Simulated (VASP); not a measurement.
A run of VASP 6.6.1:

The input INCAR:

```
  ALGO = Normal
  EDIFF = 1E-7
  ENCUT = 520
  GGA = PE
  ISIF = 2
  ISMEAR = 0
  LASPH = T
  LCHARG = T
  LELF = T
  LREAL = F
  LVHAR = T
  LWAVE = F
  NBANDS = 25
  NELM = 100
  PREC = Accurate
  SIGMA = 0.1
```

File KPOINTS:

```
k-points
0
Gamma
  4 4 4
```

The input POSCAR:

```
Ca3C
1.0
    4.4834607621      0.0000000000      0.0000000000
    0.0000000000      4.4834607621      0.0000000000
    0.0000000000      0.0000000000      4.4834607621
Ca C
3 1
Direct
    0.0000000000      0.5000000000      0.5000000000
    0.5000000000      0.0000000000      0.5000000000
    0.5000000000      0.5000000000      0.0000000000
    0.0000000000      0.0000000000      0.0000000000
```

Potentials or basis: VASP PAW PBE potentials, release 64 (Ca_sv, C).

Launch:

```console
$ cat potpaw_PBE.64/Ca_sv/POTCAR potpaw_PBE.64/C/POTCAR > POTCAR
$ mpirun -np 1 vasp_std > vasp.out
```

Hardware: 1 thread of Oxide Virtual Turin-like Processor, with other jobs on the host.

Question: How long does it take, and how much memory?

Answer: Wall time 52 s on 1 thread of Oxide Virtual Turin-like Processor (shared host), peak memory 0.16 GiB. Counts: scf iterations 17, k points 10.
